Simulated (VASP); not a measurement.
Wanted: the native input for a VASP 6.6.1 run.

```yaml
Task: single point
Functional: PBE
Potentials_or_basis: VASP PAW PBE potentials, release 64 (Cr_pv, Cu, O)
Cutoff: 600 eV
k_mesh: 10 × 10 × 10
Occupations: gaussian, width 0.05 eV
Spin: non-collinear spin, typed start, spin-orbit coupling
Starting_moments: "[[0.0, 0.0, 2.87], [0.0, 0.0, 0.05], [0.0, 0.0, 0.0], [0.0, 0.0, 0.0]] μB"
Dipole_correction: no
Further_INCAR_settings: ALGO = Normal; EDIFF = 1e-06; NBANDS = 49
```

The structure of CrCuO2 lies in POSCAR:

```
CrCuO2
1.0
    1.5063689681      0.8697025294      5.6459639028
   -1.5063689681      0.8697025294      5.6459639028
    0.0000000000     -1.7394050583      5.6459639029
Cr Cu O
1 1 2
Direct
    0.5000000000      0.5000000000      0.5000000000
    0.0000000000      0.0000000000      0.0000000000
    0.1084413019      0.1084413019      0.1084413019
    0.8915586981      0.8915586981      0.8915586981
```

These files were run (other wordings do the same):

INCAR

```
PREC = Accurate ; ENCUT = 600
EDIFF = 1E-6 ; ISMEAR = 0
SIGMA = 0.05 ; LREAL = F
LASPH = T ; NELM = 200
ALGO = Normal ; ISIF = 2
LWAVE = F ; LCHARG = T
MAGMOM = 0 0 2.87 0 0 0.05 0 0 0 0 0 0 ; LORBIT = 11
LSORBIT = T ; GGA_COMPAT = F
LORBMOM = T ; LMAXMIX = 4
GGA = PE ; LVHAR = T
NBANDS = 49 ; KPAR = 4
```

KPOINTS

```
regular mesh
0
Gamma
  10 10 10
```

Potentials or basis: VASP PAW PBE potentials, release 64 (Cr_pv, Cu, O).

The run is started by

```console
$ cat potpaw_PBE.64/Cr_pv/POTCAR potpaw_PBE.64/Cu/POTCAR potpaw_PBE.64/O/POTCAR > POTCAR
$ mpirun -np 4 vasp_ncl > vasp.out
```

It gave:

```json
{"Pressure": "2.9 GPa", "Largest force": "0.113 eV/Å", "Net moment": "3.00 μB per cell", "Valence electrons inside the program's atomic spheres": "Cr 10.70; Cu 9.97; O 5.05"}
```

Wall time 18 min on 4 MPI ranks on Intel(R) Xeon(R) 6975P-C (Granite Rapids) (shared host), peak memory 1.2 GiB a rank.
